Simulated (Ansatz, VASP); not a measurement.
# LuHf4O: VASP beside Ansatz

```xyz
6
Lattice="0.0000 4.1319 4.1319 4.1319 0.0000 4.1319 4.1319 4.1319 0.0000" Properties=species:S:1:pos:R:3 pbc="T T T"
Lu    2.0659    2.0659    2.0659
Hf    3.1242    3.1242    5.1395
Hf    3.1242    5.1395    3.1242
Hf    5.1395    3.1242    3.1242
Hf    5.1395    5.1395    5.1395
O     0.0000    0.0000    0.0000
```

Change from the starting cell: species swapped into the GdDyAl4 type (F-43m, No. 216).

Alike in both runs: functional PBE; k mesh 8 × 8 × 8; occupations gaussian, width 0.1 eV; no spin polarisation.

Ansatz relaxed the structure, and its values are those at the end. VASP's run is a single point on that final structure, the one shown.

```csv
,VASP,Ansatz
version,VASP 6.6.1,Ansatz 0.2.0
potentials or method,"VASP PAW PBE potentials, release 64 (Lu, Hf_pv, O), cutoff 520 eV","scalar-relativistic, plane waves, PAW"
valence electrons in the cell,71,135
```

|  | VASP | Ansatz | Ansatz less VASP |
| --- | --- | --- | --- |
| gap on the k mesh at the Fermi level (eV) | none | none | - |
| pressure (GPa) | -0.2 | 0.0 | +0.20 |
| rms of the force components (eV/Å) | 0.019 | 0.003 | -0.0162 |

A gap of «none» marks a metal or a gap that the smearing closes. VASP's potentials hold 71 valence electrons a cell and Ansatz's 135, so a difference there can come from the potentials and not from the codes.

Spin-orbit coupling is off throughout.
